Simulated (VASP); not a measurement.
A run of VASP 6.6.1 is set up as follows.

Contents of INCAR:

```
PREC = Accurate ; ENCUT = 600
EDIFF = 1E-6 ; ISMEAR = 0
SIGMA = 0.1 ; LREAL = F
LASPH = T ; NELM = 60
ALGO = Normal ; ISIF = 3
LWAVE = F ; LCHARG = F
GGA = PE ; IBRION = 2
NSW = 90 ; EDIFFG = -0.04
```

File KPOINTS:

```
regular mesh
0
Gamma
  6 6 4
```

The input POSCAR:

```
LiCl
1.0
    3.9336611182      0.0000000000      0.0000000000
   -1.9668305591      3.4066504583      0.0000000000
    0.0000000000      0.0000000000      6.2374193141
Li Cl
2 2
Direct
    0.3333333333      0.6666666667      0.8165986353
    0.6666666667      0.3333333333      0.3165986353
    0.6666666667      0.3333333333      0.9334482335
    0.3333333333      0.6666666667      0.4334482335
```

Potentials or basis: VASP PAW PBE potentials, release 64 (Li_sv, Cl).

Command:

```sh
$ cat potpaw_PBE.64/Li_sv/POTCAR potpaw_PBE.64/Cl/POTCAR > POTCAR
$ mpirun -np 1 vasp_std > vasp.out
```

(1) Estimate the band gap on the k mesh.

## Answers

(1) 5.93 eV.
